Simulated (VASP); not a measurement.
Runs of VASP 6.6.1 on W. The structure is that of space group Im-3m (No. 229), or close to it. The cells are those of the table. 

| cell | gap on the mesh (eV) | pressure (GPa) |
| --- | --- | --- |
| a = 2.813 Å, angles 108.8, 108.8, 110.8°, 1 atom | none | -19.3 |
| a = 2.652 Å, angles 110.2, 110.2, 108.1°, 1 atom | none | 43.0 |
| a = 2.882 Å, angles 108.8, 108.8, 110.8°, 1 atom | none | (a) |
| a = 2.675 Å, angles 110.9, 110.9, 106.7°, 1 atom | none | 31.5 |
| a = 2.836 Å, angles 109.5°, 1 atom | none | -24.9 |
| a = 2.628 Å, angles 109.5°, 1 atom | none | (c) |
| a = 2.675 Å, angles 108.8, 108.8, 110.9°, 1 atom | none | 31.0 |
| a = 2.697 Å, angles 109.5°, 1 atom | none | 19.9 |
| a = 2.860 Å, angles 108.2, 108.2, 112.1°, 1 atom | none | -29.3 |
| a = 2.905 Å, angles 109.5°, 1 atom | none | -37.7 |
| a = 2.859 Å, angles 110.1, 110.1, 108.2°, 1 atom | none | (b) |

Alike in all rows: task single point; level r2SCAN; potentials or basis VASP PAW PBE potentials, release 64 (W_sv); no spin polarisation; k mesh 20 × 20 × 20; cutoff (eV) 520; smearing gaussian 0.15 eV.

Estimate the missing entries.

(a) -33.9; (b) -29.6; (c) 56.2.

Caveats: the PAW data sets were made with another functional, which shifts forces and pressure a little; spin-orbit coupling is left out, which moves the levels of the heavy elements; the cell stands under tension (at least some runs); the cell stands under pressure (at least some runs).

A k mesh can miss the band edges, and the runs leave out spin-orbit coupling on W.

A gap of «none» marks levels without a gap at the run's occupations.
